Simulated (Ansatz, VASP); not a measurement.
## GaSe4 in VASP and in Ansatz

```
Ga Se
1.0
     5.82197    0.00000    0.00000
     0.00000    5.82197    0.00000
     0.00000    0.00000    7.07592
Ga Se
2 8
Direct
  0.00000 0.00000 0.75000
  0.00000 0.00000 0.25000
  0.35748 0.14324 0.50000
  0.64252 0.85676 0.50000
  0.85676 0.35748 0.50000
  0.14324 0.64252 0.50000
  0.64252 0.14324 0.00000
  0.35748 0.85676 0.00000
  0.14324 0.35748 0.00000
  0.85676 0.64252 0.00000
```

Alike in both runs: functional PBE; k mesh 6 × 6 × 6; occupations gaussian, width 0.1 eV; no spin polarisation.

Ansatz relaxed the structure, and its values are those at the end. VASP's run is a single point on that final structure, the one shown.

```csv
,VASP,Ansatz
version,VASP 6.6.1,Ansatz 0.2.0
potentials or method,"VASP PAW PBE potentials, release 64 (Ga_d, Se), cutoff 520 eV","scalar-relativistic, plane waves, PAW"
valence electrons in the cell,74,154
```

Ansatz gave:

| Property | Result |
| --- | --- |
| gap on the k mesh at the Fermi level (eV) | none |
| pressure (GPa) | 0.0 |
| rms of the force components (eV/Å) | 0.004 |

Problem. Which values does VASP return?

Solution. gap on the k mesh at the Fermi level (eV): none; pressure (GPa): 0.1; rms of the force components (eV/Å): 0.009.

A gap of «none» marks a metal or a gap that the smearing closes. The functional is the same, so the differences come from potentials, cutoffs and numerics. VASP's potentials hold 74 valence electrons a cell and Ansatz's 154, so a difference there can come from the potentials and not from the codes.
